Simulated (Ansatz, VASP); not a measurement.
**One calculation of AlNi, two programs**

INCAR

```
  ALGO = Fast
  EDIFF = 1E-7
  ENCUT = 520
  GGA = PE
  ISIF = 2
  ISMEAR = 0
  LASPH = T
  LCHARG = T
  LELF = T
  LREAL = F
  LVHAR = T
  LWAVE = F
  NBANDS = 14
  NELM = 80
  PREC = Accurate
  SIGMA = 0.15
```

The input KPOINTS:

```
k-points
0
Gamma
  20 20 20
```

File POSCAR:

```
AlNi
1.0
    3.0377377044      0.0000000000      0.0000000000
    0.0000000000      3.0377377044      0.0000000000
    0.0000000000      0.0000000000      2.8930835280
Al Ni
1 1
Direct
    0.0000000000      0.0000000000      0.0000000000
    0.5000000000      0.5000000000      0.5000000000
```

Input for Ansatz:

```yaml
crystal:
  lattice:
    - [3.0377377044, 0.0, 0.0]
    - [0.0, 3.0377377044, 0.0]
    - [0.0, 0.0, 2.893083528]
  atoms:
    - { symbol: Al, position: [0.0, 0.0, 0.0] }
    - { symbol: Ni, position: [0.5, 0.5, 0.5] }
basis:
  ecutwfc: 420
kpoints:
  mp_grid: { grid: [20, 20, 20] }
hamiltonian:
  xc: pbe
scf:
  occupations: { method: gaussian, width: 0.15 }
output:
  forces: true
  stress: true
  eigenvalues: true
  write_density: true
  write_potential: true
  elf: true
  volumetric_format: npy
```

Change from the starting cell: strain +0.050 along x and y, +0.000 along z, atoms carried along.

Alike in both runs: task single point; functional PBE; k mesh 20 × 20 × 20; occupations gaussian, width 0.15 eV; no spin polarisation.

|  | VASP | Ansatz |
| --- | --- | --- |
| version | VASP 6.6.1 | Ansatz 0.2.0 |
| potentials or method | VASP PAW PBE potentials, release 64 (Al, Ni), cutoff 520 eV | scalar-relativistic, plane waves, PAW |
| valence electrons in the cell | 13 | 21 |

Ansatz gave:

```
gap on the k mesh at the Fermi level (eV)                     : none
pressure (GPa)                                                : -12.4
traceless stress, the component that is largest in VASP (GPa) : 1.90
```

Q: What did VASP give for the same quantities?

A: gap on the k mesh at the Fermi level (eV): none; pressure (GPa): -12.5; traceless stress, the component that is largest in VASP (GPa): 1.94.

A gap of «none» marks a metal or a gap that the smearing closes. VASP's potentials hold 13 valence electrons a cell and Ansatz's 21, so a difference there can come from the potentials and not from the codes.
